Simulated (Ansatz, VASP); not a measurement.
**CsPbCl3 in VASP and in Ansatz**

The input INCAR:

```
ALGO = Normal
EDIFF = 1E-6
ENCUT = 520
GGA = PE
ISIF = 2
ISMEAR = 0
LASPH = True
LCHARG = True
LELF = True
LREAL = False
LVHAR = True
LWAVE = False
NBANDS = 30
NELM = 60
PREC = Accurate
SIGMA = 0.01
```

Contents of KPOINTS:

```
k-points
0
Gamma
  4 4 4
```

The input POSCAR:

```
CsPbCl3
1.0
    4.0141224310      2.3175546661      3.2773182345
   -4.0141224310      2.3175546661      3.2773182345
    0.0000000000     -4.6351093322      3.2773182345
Cs Pb Cl
1 1 3
Direct
    0.5000000000      0.5000000000      0.5000000000
    0.0000000000      0.0000000000      0.0000000000
    0.5000000000      0.0000514515      0.9999485485
    0.0000514515      0.9999485485      0.5000000000
    0.9999485485      0.5000000000      0.0000514515
```

Input for Ansatz:

```yaml
crystal:
  lattice:
    - [4.014122431, 2.3175546661, 3.2773182345]
    - [-4.014122431, 2.3175546661, 3.2773182345]
    - [0.0, -4.6351093322, 3.2773182345]
  atoms:
    - { symbol: Cs, position: [0.5, 0.5, 0.5] }
    - { symbol: Pb, position: [0.0, 0.0, 0.0] }
    - { symbol: Cl, position: [0.5, 5.14515e-05, 0.9999485485] }
    - { symbol: Cl, position: [5.14515e-05, 0.9999485485, 0.5] }
    - { symbol: Cl, position: [0.9999485485, 0.5, 5.14515e-05] }
kpoints:
  mp_grid: { grid: [4, 4, 4] }
hamiltonian:
  xc: pbe
scf:
  occupations: { method: fixed }
  n_extra_bands: 5
output:
  forces: true
  stress: true
  eigenvalues: true
```

Alike in both runs: task single point; functional PBE; k mesh 4 × 4 × 4; no spin polarisation.

|  | VASP | Ansatz |
| --- | --- | --- |
| version | VASP 6.6.1 | Ansatz 0.2.0 |
| potentials or method | VASP PAW PBE potentials, release 64 (Cs_sv, Pb_d, Cl) | plane waves, PAW |
| plane-wave cutoff (eV) | 520 | 420 |
| occupations | gaussian, width 0.01 eV | fixed |
| valence electrons in the cell | 44 | 44 |

|  | VASP | Ansatz | Ansatz less VASP |
| --- | --- | --- | --- |
| gap on the k mesh at the Fermi level (eV) | 2.10 | 2.09 | -0.009 |
| pressure (GPa) | 0.7 | 0.8 | +0.05 |

Spin-orbit coupling is off throughout.
